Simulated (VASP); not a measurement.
# SiC (P4_2/ncm) in VASP: notebook

The runs below take SiC through single point, with PBE.

All numbers are computed with VASP 6.6.1; they aren't measurements. Logs are shortened: lines on timing, memory, paths and dates and some standing lists are left out, and cuts for length are marked.

### Step 1. The cell of the first run

The structure is tetragonal, space group P4_2/ncm (No. 138). The conventional cell has a = 5.896 Å, b = 5.896 Å, c = 5.149 Å, α = 90.00°, β = 90.00°, γ = 90.00°. Within 2.4 Å of Si (site symmetry m) lie 4 C at 1.81 to 1.86 Å and 1 Si at 2.35 Å. Within 2.4 Å of C (site symmetry m) lie 4 Si at 1.81 to 1.86 Å and 1 C at 2.35 Å.

The cell was built from a structure type or drawn by symmetry, and may not be a known phase.

### Step 2. Single point, PBE

Input file INCAR:

```
SYSTEM = SiC
PREC = Accurate ; ENCUT = 520
EDIFF = 1E-7 ; ISMEAR = 0
SIGMA = 0.1 ; LREAL = Auto
LASPH = .True. ; NELM = 60
ALGO = Normal ; ISIF = 2
LWAVE = .False. ; LCHARG = .True.
GGA = PE ; LELF = .True.
LVHAR = .True. ; NBANDS = 46
```

Input file KPOINTS:

```
regular mesh
0
Gamma
  4 4 4
  0 0 0
```

Input file POSCAR:

```
SiC
1.0
    5.8962237600      0.0000000000      0.0000000000
    0.0000000000      5.8962237600      0.0000000000
    0.0000000000      0.0000000000      5.1494758800
Si C
8 8
Direct
    0.6409692500      0.8590307500      0.9309069100
    0.6409692500      0.1409692500      0.4309069100
    0.3590307500      0.8590307500      0.4309069100
    0.3590307500      0.1409692500      0.9309069100
    0.1409692500      0.3590307500      0.5690930900
    0.8590307500      0.6409692500      0.5690930900
    0.1409692500      0.6409692500      0.0690930900
    0.8590307500      0.3590307500      0.0690930900
    0.6409692500      0.8590307500      0.5690930900
    0.3590307500      0.1409692500      0.5690930900
    0.6409692500      0.1409692500      0.0690930900
    0.3590307500      0.8590307500      0.0690930900
    0.1409692500      0.3590307500      0.9309069100
    0.1409692500      0.6409692500      0.4309069100
    0.8590307500      0.3590307500      0.4309069100
    0.8590307500      0.6409692500      0.9309069100
```

Potentials or basis: VASP PAW PBE potentials, release 64 (Si, C).

Launch:

```
$ cat potpaw_PBE.64/Si/POTCAR potpaw_PBE.64/C/POTCAR > POTCAR
$ mpirun -np 1 vasp_std > vasp.out
```

OUTCAR:

```text
SYSTEM = SiC
   PREC = Accurate
   ENCUT = 520
   EDIFF = 1E-7
   ISMEAR = 0
   LREAL = Auto
   LASPH = .True.
   NELM = 60
   ISIF = 2
   GGA = PE

 ion  position               nearest neighbor table
   1  0.641  0.859  0.931-  11 1.81  12 1.81  16 1.82   9 1.86   4 2.35   6 2.60   2 3.06   3 3.06
                             2 3.06   3 3.06
   2  0.641  0.141  0.431-   9 1.81  10 1.81  15 1.82  11 1.86   3 2.35   8 2.60   4 3.06   1 3.06
                             1 3.06   4 3.06
   3  0.359  0.859  0.431-   9 1.81  10 1.81  14 1.82  12 1.86   2 2.35   7 2.60   4 3.06   1 3.06
                             1 3.06   4 3.06
   4  0.359  0.141  0.931-  11 1.81  12 1.81  13 1.82  10 1.86   1 2.35   5 2.60   3 3.06   2 3.06
                             2 3.06   3 3.06
   5  0.141  0.359  0.569-  14 1.81  15 1.81  10 1.82  13 1.86   6 2.35   4 2.60   7 3.06   8 3.06
                             7 3.06   8 3.06
   6  0.859  0.641  0.569-  14 1.81  15 1.81   9 1.82  16 1.86   5 2.35   1 2.60   7 3.06   8 3.06
                             7 3.06   8 3.06
   7  0.141  0.641  0.069-  13 1.81  16 1.81  12 1.82  14 1.86   8 2.35   3 2.60   6 3.06   5 3.06
                             5 3.06   6 3.06
   8  0.859  0.359  0.069-  13 1.81  16 1.81  11 1.82  15 1.86   7 2.35   2 2.60   6 3.06   5 3.06
                             5 3.06   6 3.06
   9  0.641  0.859  0.569-   2 1.81   3 1.81   6 1.82   1 1.86
  10  0.359  0.141  0.569-   2 1.81   3 1.81   5 1.82   4 1.86
  11  0.641  0.141  0.069-   1 1.81   4 1.81   8 1.82   2 1.86
  12  0.359  0.859  0.069-   1 1.81   4 1.81   7 1.82   3 1.86
  13  0.141  0.359  0.931-   7 1.81   8 1.81   4 1.82   5 1.86
  14  0.141  0.641  0.431-   5 1.81   6 1.81   3 1.82   7 1.86
  15  0.859  0.359  0.431-   5 1.81   6 1.81   2 1.82   8 1.86
  16  0.859  0.641  0.931-   7 1.81   8 1.81   1 1.82   6 1.86

  LATTYP: Found a simple tetragonal cell.
 ALAT       =     5.8962237600
 C/A-ratio  =     0.8733515025

  Lattice vectors:

 A1 = (   5.8962237600,   0.0000000000,   0.0000000000)
 A2 = (   0.0000000000,   5.8962237600,   0.0000000000)
 A3 = (   0.0000000000,   0.0000000000,   5.1494758800)

Analysis of symmetry for initial positions (statically):
=====================================================================
 Subroutine PRICEL returns:
 Original cell was already a primitive cell.

 Routine SETGRP: Setting up the symmetry group for a
 simple tetragonal supercell.

 Subroutine GETGRP returns: Found 16 space group operations
 (whereof  4 operations were pure point group operations)
 out of a pool of 16 trial point group operations.

The static configuration has the point symmetry S_4 .
 The point group associated with its full space group is D_4h.

Analysis of symmetry for dynamics (positions and initial velocities):
=====================================================================
 Subroutine PRICEL returns:
 Original cell was already a primitive cell.

 Routine SETGRP: Setting up the symmetry group for a
 simple tetragonal supercell.

 Subroutine GETGRP returns: Found 16 space group operations
 (whereof  4 operations were pure point group operations)
 out of a pool of 16 trial point group operations.

The dynamic configuration has the point symmetry S_4 .
 The point group associated with its full space group is D_4h.

 Subroutine INISYM returns: Found 16 space group operations
 (whereof  4 operations are pure point group operations),
 and found     1 'primitive' translations

----------------------------------------------------------------------------------------

                                     Primitive cell

  volume of cell :     179.0239

  direct lattice vectors                    reciprocal lattice vectors
     5.896223760  0.000000000  0.000000000     0.169600076  0.000000000  0.000000000
     0.000000000  5.896223760  0.000000000     0.000000000  0.169600076  0.000000000
     0.000000000  0.000000000  5.149475880     0.000000000  0.000000000  0.194194521

  length of vectors
     5.896223760  5.896223760  5.149475880     0.169600076  0.169600076  0.194194521

  position of ions in fractional coordinates (direct lattice)
     0.640969250  0.859030750  0.930906910
     0.640969250  0.140969250  0.430906910
     0.359030750  0.859030750  0.430906910
     0.359030750  0.140969250  0.930906910
     0.140969250  0.359030750  0.569093090
     0.859030750  0.640969250  0.569093090
[... 8 lines left out ...]
     0.859030750  0.359030750  0.430906910
     0.859030750  0.640969250  0.930906910

  ion indices of the primitive-cell ions
   primitive index   ion index
                 1           1
                 2           2
                 3           3
                 4           4
                 5           5
                 6           6
[... 8 lines left out ...]
                15          15
                16          16

----------------------------------------------------------------------------------------

 KPOINTS: regular mesh

Automatic generation of k-mesh.
 Grid dimensions read from file:
 generate k-points for:    4    4    4

 Generating k-lattice:

  Cartesian coordinates                     Fractional coordinates (reciprocal lattice)
     0.042400019  0.000000000  0.000000000     0.250000000  0.000000000  0.000000000
     0.000000000  0.042400019  0.000000000     0.000000000  0.250000000  0.000000000
     0.000000000  0.000000000  0.048548630     0.000000000  0.000000000  0.250000000

  Length of vectors
     0.042400019  0.042400019  0.048548630

  Shift w.r.t. Gamma in fractional coordinates (k-lattice)
     0.000000000  0.000000000  0.000000000

 Subroutine IBZKPT returns following result:
 ===========================================

 Found     18 irreducible k-points:

 Following reciprocal coordinates:
            Coordinates               Weight
  0.000000  0.000000  0.000000      1.000000
  0.250000  0.000000  0.000000      4.000000
  0.500000  0.000000  0.000000      2.000000
  0.250000  0.250000  0.000000      4.000000
  0.500000  0.250000  0.000000      4.000000
  0.500000  0.500000  0.000000      1.000000
[... 10 lines left out ...]
  0.500000  0.250000  0.500000      4.000000
  0.500000  0.500000  0.500000      1.000000
   k-points           NKPTS =     18   k-points in BZ     NKDIM =     18   number of bands    NBANDS=     46
   number of dos      NEDOS =    301   number of ions     NIONS =     16
   total plane-waves  NPLWV =  92160
   dimension x,y,z NGX =    48 NGY =   48 NGZ =   40
   dimension x,y,z NGXF=    96 NGYF=   96 NGZF=   80
   ions per type =               8   8
   NGX,Y,Z   is equivalent  to a cutoff of  13.53, 13.53, 12.91 a.u.
   NGXF,Y,Z  is equivalent  to a cutoff of  27.07, 27.07, 25.83 a.u.
 SYSTEM =  SiC
   PREC   = accura    normal or accurate (medium, high low for compatibility)
   ISTART =      0    job   : 0-new  1-cont  2-samecut
   ICHARG =      2    charge: 1-file 2-atom 10-const
   ISPIN  =      1    spin polarized calculation?
   LNONCOLLINEAR =      F non collinear calculations
   LSORBIT =      F    spin-orbit coupling
   LASPH  =      T    aspherical Exc in radial PAW
   ENCUT  =  520.0 eV  38.22 Ry    6.18 a.u.  10.96 10.96  9.57*2*pi/ulx,y,z
   NELM   =     60;   NELMIN=  2; NELMDL= -5     # of ELM steps
   EDIFF  = 0.1E-06   stopping-criterion for ELM
   LREAL  =      T    real-space projection
   EDIFFG = 0.1E-05   stopping-criterion for IOM
   NSW    =      0    number of steps for IOM
   IBRION =     -1    ionic relax: 0-MD 1-quasi-New 2-CG
   NFREE  =      0    steps in history (QN), initial steepest desc. (CG)
   ISIF   =      2    stress and relaxation
   ISYM   =      2    0-nonsym 1-usesym 2-fastsym
   POTIM  = 0.5000    time-step for ionic-motion
   TEBEG  =    0.0;   TEEND  =   0.0 temperature during run
   PSTRESS=    0.0 pullay stress
   NELECT =      64.0000    total number of electrons
   NUPDOWN=      -1.0000    fix difference up-down
   EMIN   =  10.00;   EMAX   =-10.00  energy-range for DOS
   EFERMI =   0.00;   METHOD = LEGACY
   ISMEAR =     0;   SIGMA  =   0.10  broadening in eV -4-tet -1-fermi 0-gaus
   EFERMI_NEDOS =   21; number of points for ismear=-14 and -15
   IALGO  =     38    algorithm
   IMIX   =      4    mixing-type and parameters
     AMIX     =   0.40;   BMIX     =  1.00
     AMIX_MAG =   1.60;   BMIX_MAG =  1.00
  volume/ion in A,a.u.               =      11.19        75.51
  Fermi-wavevector in a.u.,A,eV,Ry     =   1.161889  2.195651 18.367664  1.349985
  Thomas-Fermi vector in A             =   2.298456
   LORBIT       =      0    0 simple, 1 ext, 2 COOP (PROOUT), +10 PAW based schemes
   GGA     = PE    functional components
   LHFCALC =     F    Hartree Fock is set to
   AEXX    =    0.0000 exact exchange contribution
   IVDW    =     0    specifies the selected vdW correction
   LEPSILON=     F    determine dielectric tensor
   LRPA    =     F    only Hartree local field effects (RPA)
 non-spin polarized calculation
 Gauss-broadening in eV      SIGMA  =   0.10
  energy-cutoff  :      520.00
  volume of cell :      179.02
 maximum number of plane-waves:      4856
 NGX is ok and might be reduce to    48
   NGX = 21   NGY = 21   NGZ = 19

 number of electron      63.9999998 magnetization

 Free energy of the ion-electron system (eV)
  ---------------------------------------------------
  ext. energy  EPLUGINS =         0.00000000
  ---------------------------------------------------
  free energy    TOTEN  =      -112.00712480 eV

  energy without entropy =     -112.00712480  energy(sigma->0) =     -112.00712480

 E-fermi :   7.4426     XC(G=0): -10.5705

 val. band max:        6.9582855298   @ k =   0.0000   0.0000   0.0000
 cond. band min:      10.0577292558   @ k =   0.5000   0.5000   0.0000
 fundamental gap:      3.0994437260
 Fermi energy:         7.4425933649

 k-point     1 :       0.0000    0.0000    0.0000
  band No.  band energies     occupation
      1      -9.1380      2.00000
      2      -7.4502      2.00000
      3      -5.7144      2.00000
      4      -5.6443      2.00000
      5      -5.6443      2.00000
      6      -5.2968      2.00000
[... 36 lines left out ...]
     43      13.7473      0.00000
     44      13.8573      0.00000
[... 757 lines left out ...]
      3      -6.9262      2.00000
      4      -6.9262      2.00000
      5      -5.5782      2.00000
      6      -5.5782      2.00000
[... 36 lines left out ...]
     43      13.7514      0.00000
     44      13.7514      0.00000
 [bands above 44 left out]

------------------------ aborting loop because EDIFF is reached ----------------------------------------

  FORCE on cell =-STRESS in cart. coord.  units (eV):
  Direction    XX          YY          ZZ          XY          YZ          ZX
  --------------------------------------------------------------------------------------
  -------------------------------------------------------------------------------------
  Total       37.0725008     37.0725008     21.0068734      0.0000000      0.0000000     -0.0000000
  in kB      331.7810093    331.7810093    188.0013891      0.0000000      0.0000000     -0.0000000
  external PRESSURE =     283.8544692 kB  Pullay stress =       0.0000000 kB

 VOLUME and BASIS-vectors are now :
 -----------------------------------------------------------------------------
  energy-cutoff  :      520.00
  volume of cell :      179.02
      direct lattice vectors                 reciprocal lattice vectors
     5.896223760  0.000000000  0.000000000     0.169600076  0.000000000  0.000000000
     0.000000000  5.896223760  0.000000000     0.000000000  0.169600076  0.000000000
     0.000000000  0.000000000  5.149475880     0.000000000  0.000000000  0.194194521

 POSITION                                       TOTAL-FORCE (eV/Angst)
 -----------------------------------------------------------------------------------
      3.77930      5.06504      4.79368         1.016853     -1.016853     -0.249574
      3.77930      0.83119      2.21894         1.016853      1.016853     -0.249574
      2.11693      5.06504      2.21894        -1.016853     -1.016853     -0.249574
      2.11693      0.83119      4.79368        -1.016853      1.016853     -0.249574
      0.83119      2.11693      2.93053         1.016853     -1.016853      0.249574
      5.06504      3.77930      2.93053        -1.016853      1.016853      0.249574
[... 8 lines left out ...]
      5.06504      2.11693      2.21894        -1.961167     -1.961167      0.716387
      5.06504      3.77930      4.79368        -1.961167      1.961167      0.716387
 -----------------------------------------------------------------------------------
    total drift:                               -0.000000     -0.000000      0.000000

  FREE ENERGIE OF THE ION-ELECTRON SYSTEM (eV)
  ---------------------------------------------------
  free  energy   TOTEN  =      -112.0071247986 eV

  energy  without entropy=     -112.0071247986  energy(sigma->0) =     -112.00712480
```

Run time: 2 min. Hardware: 1 thread of Intel Xeon 6975P-C (Granite Rapids), shared host; peak memory 0.34 GiB.

Results:

- Free energy: -112.0071 eV
- Pressure: 28.4 GPa
- Largest force: 2.865 eV/Å
- Band gap on the k mesh: 3.10 eV (least direct gap 3.21 eV)

Forces in eV/Å, atoms in the order of the input:
```
Si   1.017 -1.017 -0.250
Si   1.017  1.017 -0.250
Si  -1.017 -1.017 -0.250
Si  -1.017  1.017 -0.250
Si   1.017 -1.017  0.250
Si  -1.017  1.017  0.250
Si   1.017  1.017  0.250
Si  -1.017 -1.017  0.250
C    1.961 -1.961 -0.716
C   -1.961  1.961 -0.716
C    1.961  1.961 -0.716
C   -1.961 -1.961 -0.716
C    1.961 -1.961  0.716
C    1.961  1.961  0.716
C   -1.961 -1.961  0.716
C   -1.961  1.961  0.716
```

Levels at points of the mesh, in eV from the valence-band top:
| k point | band 29 | band 30 | band 31 | band 32 | band 33 | band 34 | band 35 | band 36 |
| --- | --- | --- | --- | --- | --- | --- | --- | --- |
| (0.00, 0.00, 0.00) | -0.68 | -0.55 | 0.00 | 0.00 | 3.38 | 3.74 | 3.96 | 4.51 |
| (0.50, 0.00, 0.00) | -1.28 | -1.28 | -0.49 | -0.49 | 3.90 | 3.90 | 4.68 | 4.68 |
| (0.50, 0.50, 0.00) | -1.17 | -1.17 | -0.19 | -0.19 | 3.10 | 3.10 | 3.95 | 3.95 |
| (0.00, 0.00, 0.50) | -0.68 | -0.68 | -0.46 | -0.46 | 3.39 | 3.39 | 4.77 | 4.77 |
| (0.50, 0.00, 0.50) | -1.45 | -1.45 | -1.45 | -1.45 | 4.26 | 4.26 | 4.26 | 4.26 |
| (0.50, 0.50, 0.50) | -0.74 | -0.74 | -0.56 | -0.56 | 3.87 | 3.87 | 3.93 | 3.93 |

Caveat: the cell stands under pressure; forces of over 1 eV/Å act on the atoms, so gaps and moduli don't describe the material at rest. A k mesh can miss the band edges.

(Continued in part 2 of 2.)
